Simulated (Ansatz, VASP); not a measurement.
## Se: VASP beside Ansatz

```
Se
1.0
     4.48355    0.00000    0.00000
    -2.24178    3.88287    0.00000
     0.00000    0.00000    5.06706
Se
3
Direct
  0.22061 0.00000 0.83333
  0.00000 0.22061 0.16667
  0.77939 0.77939 0.50000
```

Alike in both runs: task single point; functional HSE06; k mesh 4 × 4 × 4; occupations gaussian, width 0.05 eV; no spin polarisation.

```csv
,VASP,Ansatz
version,VASP 6.6.1,Ansatz 0.2.0
potentials or method,"VASP PAW PBE potentials, release 64 (Se), cutoff 520 eV","scalar-relativistic, plane waves, PAW"
valence electrons in the cell,18,48
```

Ansatz gave:

| Quantity | Value |
| --- | --- |
| gap on the k mesh at the Fermi level (eV) | 2.05 |
| least direct gap on the mesh (eV) | 2.28 |
| pressure (GPa) | -2.0 |
| traceless stress, the component that is largest in VASP (GPa) | -1.58 |
| rms of the force components (eV/Å) | 0.313 |

Problem. What did VASP give for the same quantities?

Solution. gap on the k mesh at the Fermi level (eV): 2.04; least direct gap on the mesh (eV): 2.27; pressure (GPa): -2.1; traceless stress, the component that is largest in VASP (GPa): -1.68; rms of the force components (eV/Å): 0.335.

Atom by atom the forces differ by 0.022 eV/Å (rms over components). VASP's potentials hold 18 valence electrons a cell and Ansatz's 48, so a difference there can come from the potentials and not from the codes. Ansatz's warnings: stress exchange threshold loose, stress scf threshold loose.
